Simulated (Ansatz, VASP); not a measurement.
# One calculation of HfO2, two programs

POSCAR

```
HfO2
1.0
    5.0803194000      0.0000000000      0.0000000000
    0.0000000000      5.1648674500      0.0000000000
    0.0000000000      0.0000000000      4.8908836500
Hf O
4 8
Direct
    0.2774091800      0.2817995800      0.7279320600
    0.7774091800      0.2182004200      0.2720679400
    0.7225908200      0.7182004200      0.7279320600
    0.2225908200      0.7817995800      0.2720679400
    0.5000000000      0.5000000000      0.4243750100
    0.0000000000      0.0000000000      0.5756249900
    0.5000000000      0.0000000000      0.5109455500
    0.0000000000      0.5000000000      0.4890544500
    0.3131846800      0.6636487800      0.8954653800
    0.8131846800      0.8363512200      0.1045346200
    0.6868153200      0.3363512200      0.8954653800
    0.1868153200      0.1636487800      0.1045346200
```

The input INCAR.step1:

```
SYSTEM = HfO2
ALGO = Normal
EDIFF = 1E-4
ENCUT = 520
GGA = PE
ISMEAR = 0
LASPH = .TRUE.
LCHARG = .FALSE.
LREAL = .FALSE.
LWAVE = .TRUE.
NBANDS = 56
NELM = 100
PREC = Accurate
SIGMA = 0.05
```

Contents of INCAR.step2:

```
SYSTEM = HfO2
ALGO = Normal
EDIFF = 1E-7
ENCUT = 520
ISIF = 2
ISMEAR = 0
ISTART = 1
LASPH = .TRUE.
LCHARG = .FALSE.
LMIXTAU = .TRUE.
LREAL = .FALSE.
LWAVE = .FALSE.
METAGGA = R2SCAN
NBANDS = 56
NELM = 100
PREC = Accurate
SIGMA = 0.05
```

Contents of KPOINTS:

```
k-points
0
G
  6 6 6
  0 0 0
```

Input for Ansatz:

```yaml
crystal:
  lattice:
    - [5.0803194, 0.0, 0.0]
    - [0.0, 5.16486745, 0.0]
    - [0.0, 0.0, 4.89088365]
  atoms:
    - { symbol: Hf, position: [0.27740918, 0.28179958, 0.72793206] }
    - { symbol: Hf, position: [0.77740918, 0.21820042, 0.27206794] }
    - { symbol: Hf, position: [0.72259082, 0.71820042, 0.72793206] }
    - { symbol: Hf, position: [0.22259082, 0.78179958, 0.27206794] }
    - { symbol: O, position: [0.5, 0.5, 0.42437501] }
    - { symbol: O, position: [0.0, 0.0, 0.57562499] }
    - { symbol: O, position: [0.5, 0.0, 0.51094555] }
    - { symbol: O, position: [0.0, 0.5, 0.48905445] }
    - { symbol: O, position: [0.31318468, 0.66364878, 0.89546538] }
    - { symbol: O, position: [0.81318468, 0.83635122, 0.10453462] }
    - { symbol: O, position: [0.68681532, 0.33635122, 0.89546538] }
    - { symbol: O, position: [0.18681532, 0.16364878, 0.10453462] }
basis:
  ecutwfc: 500
  fft_grid_basis: typed
kpoints:
  mp_grid: { grid: [6, 6, 6] }
hamiltonian:
  xc: r2scan
scf:
  occupations: { method: gaussian, width: 0.05 }
output:
  forces: true
  stress: true
  eigenvalues: true
  bader: true
  write_density: true
  volumetric_format: npy
```

Alike in both runs: task single point; functional r2SCAN; k mesh 6 × 6 × 6; occupations gaussian, width 0.05 eV; no spin polarisation.

|  | VASP | Ansatz |
| --- | --- | --- |
| version | VASP 6.6.1 | Ansatz 0.2.0 |
| potentials or method | VASP PAW PBE potentials, release 64 (Hf_pv, O), cutoff 520 eV | scalar-relativistic, plane waves, PAW |
| valence electrons in the cell | 88 | 152 |

Ansatz gave:

* gap on the k mesh at the Fermi level (eV): 4.38
* pressure (GPa): 4.0
* traceless stress, the component that is largest in VASP (GPa): -0.29
* rms of the force components (eV/Å): 0.042

Problem. Which values does VASP return?

Solution. gap on the k mesh at the Fermi level (eV): 4.35; pressure (GPa): 0.3; traceless stress, the component that is largest in VASP (GPa): -0.02; rms of the force components (eV/Å): 0.007.

VASP's potentials were made for PBE, not for r2SCAN. Atom by atom the forces differ by 0.044 eV/Å (rms over components). With one functional, cell and mesh, what is left measures potentials, basis and numerics. VASP's potentials hold 88 valence electrons a cell and Ansatz's 152, so a difference there can come from the potentials and not from the codes.

Spin-orbit coupling is off throughout.
